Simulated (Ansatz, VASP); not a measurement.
# One calculation of Hf, two programs

The input INCAR:

```
SYSTEM = Hf
ALGO = Normal
EDIFF = 1E-7
ENCUT = 520
GGA = PS
ISIF = 2
ISMEAR = -1
LASPH = .True.
LCHARG = .False.
LREAL = .False.
LWAVE = .False.
NBANDS = 11
NELM = 80
PREC = Accurate
SIGMA = 0.03
```

The input KPOINTS:

```
k-points
0
Gamma
  16 16 16
  0 0 0
```

The input POSCAR:

```
Hf
1.0
   -0.0222000000      2.2089000000      2.2089000000
    2.2089000000     -0.0222000000      2.2089000000
    2.2089000000      2.2089000000     -0.0222000000
Hf
1
Direct
    0.0000000000      0.0000000000      0.0000000000
```

Input for Ansatz:

```yaml
crystal:
  lattice:
    - [-0.0222, 2.2089, 2.2089]
    - [2.2089, -0.0222, 2.2089]
    - [2.2089, 2.2089, -0.0222]
  atoms:
    - { symbol: Hf, position: [0.0, 0.0, 0.0] }
kpoints:
  mp_grid: { grid: [16, 16, 16] }
  band_path:
    path:
      - [0.0, 0.0, 0.0]
      - [0.5, 0.5, 0.5]
      - [0.2525443832, 0.5, 0.7474556168]
      - [-0.2525443832, 0.2525443832, 0.5]
      - [0.0, 0.0, 0.5]
      - [0.0, 0.0, 0.0]
      - [-0.3762721916, 0.0, 0.3762721916]
      - [0.0, 0.3762721916, 0.6237278084]
      - [0.0, 0.5, 0.5]
    npoints: 5
scf:
  occupations: { method: fermi_dirac, width: 0.03 }
hamiltonian:
  xc: pbesol
  pseudopotentials: { kind: all_electron, lapw: { basis_error: 0.00025 } }
output:
  forces: true
  stress: true
  eigenvalues: true
```

Change from the starting cell: equal xy, yz and zx shear strains of -1 %.

Alike in both runs: task single point; functional PBEsol; k mesh 16 × 16 × 16; occupations fermi-dirac, width 0.03 eV; no spin polarisation.

|  | VASP | Ansatz |
| --- | --- | --- |
| version | VASP 6.6.1 | Ansatz 0.2.0 |
| potentials or method | VASP PAW PBE potentials, release 64 (Hf_pv), cutoff 520 eV | all-electron LAPW, scalar-relativistic |

|  | VASP | Ansatz | Ansatz less VASP |
| --- | --- | --- | --- |
| pressure (GPa) | -2.0 | -1.6 | +0.43 |
| traceless stress, the component that is largest in VASP (GPa) | 0.56 | 0.56 | -0.003 |

VASP's potentials were made for PBE, not for PBEsol. Ansatz ran all-electron here, and VASP with PAW potentials.

Neither program's run includes spin-orbit coupling.
